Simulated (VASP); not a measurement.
Set up this calculation in VASP 6.6.1, as the native input.

```
Task                   : electric field gradients
Functional             : PBE
Potentials or basis    : VASP PAW PBE potentials, release 64 (Te)
Cutoff                 : 520 eV
k mesh                 : 8 × 8 × 5
Occupations            : fermi-dirac, width 0.05 eV
Spin                   : no spin polarisation
Dipole correction      : no
Further INCAR settings : ALGO = Normal; EDIFF = 1e-08; NBANDS = 16
```

The structure of Te lies in POSCAR:

```
Te
1.0
    4.4579994587      0.0000000000      0.0000000000
   -2.2289997294      3.8607407813      0.0000000000
    0.0000000000      0.0000000000      5.9250000000
Te
3
Direct
    0.7450000000      0.0000000000      0.3333333333
    0.0000000000      0.7450000000      0.6666666667
    0.2550000000      0.2550000000      0.0000000000
```

The input as run:

INCAR

```
PREC = Accurate
ENCUT = 520
EDIFF = 1E-8
ISMEAR = -1
SIGMA = 0.05
LREAL = F
LASPH = T
NELM = 80
ALGO = Normal
ISIF = 2
LWAVE = F
LCHARG = F
GGA = PE
LEFG = T
NBANDS = 16
```

KPOINTS

```
Automatic mesh
0
Gamma
  8 8 5
```

Potentials or basis: VASP PAW PBE potentials, release 64 (Te).

The run is started by

```bash
$ cat potpaw_PBE.64/Te/POTCAR > POTCAR
$ mpirun -np 1 vasp_std > vasp.out
```

It gave:

| Quantity | Value |
| --- | --- |
| Pressure | 3.2 GPa |
| Largest force | 0.637 eV/Å |
| Band gap on the k mesh | 0.84 eV, indirect (least direct gap 0.86 eV) |

Caveat: without QUAD_EFG the Cq values of the log hold for a quadrupole moment of 1 mb, not for the nuclei; spin-orbit coupling is left out, which moves the levels of the heavy elements.

It took 2.6 min on 1 thread of Oxide Virtual Turin-like Processor (shared host), peak memory 0.22 GiB.
